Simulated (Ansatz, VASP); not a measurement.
This is a calculation of Ge for VASP 6.6.1.

The input INCAR:

```
SYSTEM = Ge
PREC = Accurate ; ENCUT = 520
EDIFF = 1E-6 ; ISMEAR = 0
SIGMA = 0.05 ; LREAL = .False.
LASPH = .True. ; NELM = 80
ALGO = Normal ; ISIF = 2
LWAVE = .False. ; LCHARG = .False.
GGA = PS ; NBANDS = 13
```

Contents of KPOINTS:

```
Automatic mesh
0
Gamma
  11 11 10
  0 0 0
```

The input POSCAR:

```
Ge
1.0
    1.3971490000     -2.6005160000      0.0000000000
    1.3971490000      2.6005160000      0.0000000000
    0.0000000000      0.0000000000      2.6982310000
Ge
1
Direct
    0.5000000000      0.5000000000      0.0000000000
```

Potentials or basis: VASP PAW PBE potentials, release 64 (Ge_d).

Launch:

```sh
$ cat potpaw_PBE.64/Ge_d/POTCAR > POTCAR
$ mpirun -np 1 vasp_std > vasp.out
```

Set up the same calculation for Ansatz 0.2.0. Potentials there: all-electron LAPW, scalar-relativistic.

As run (the cutoff follows the program's own potentials):

The input input.yaml:

```yaml
crystal:
  lattice:
    - [1.397149, -2.600516, 0.0]
    - [1.397149, 2.600516, 0.0]
    - [0.0, 0.0, 2.698231]
  atoms:
    - { symbol: Ge, position: [0.5, 0.5, 0.0] }
kpoints:
  mp_grid: { grid: [11, 11, 10] }
scf:
  occupations: { method: gaussian, width: 0.05 }
hamiltonian:
  xc: pbesol
  pseudopotentials: { kind: all_electron, lapw: { basis_error: 0.001 } }
output:
  forces: true
  stress: true
  eigenvalues: true
```

Potentials or basis: all-electron LAPW, scalar-relativistic.

The run is started by

```console
$ ansatz run input.yaml --threads 1 --pin off --max-ram 3072MiB --backend cpu --events-out ev --progress --plain --runs-dir out
```

Both were run:

|  | VASP | Ansatz | Ansatz less VASP |
| --- | --- | --- | --- |
| gap on the k mesh at the Fermi level (eV) | none | none | - |
| pressure (GPa) | -4.2 | -4.1 | +0.17 |
| traceless stress, the component that is largest in VASP (GPa) | -1.95 | -1.97 | -0.018 |

VASP's potentials were made for PBE, not for PBEsol. A gap of «none» marks a metal or a gap that the smearing closes. Ansatz ran all-electron here, and VASP with PAW potentials.
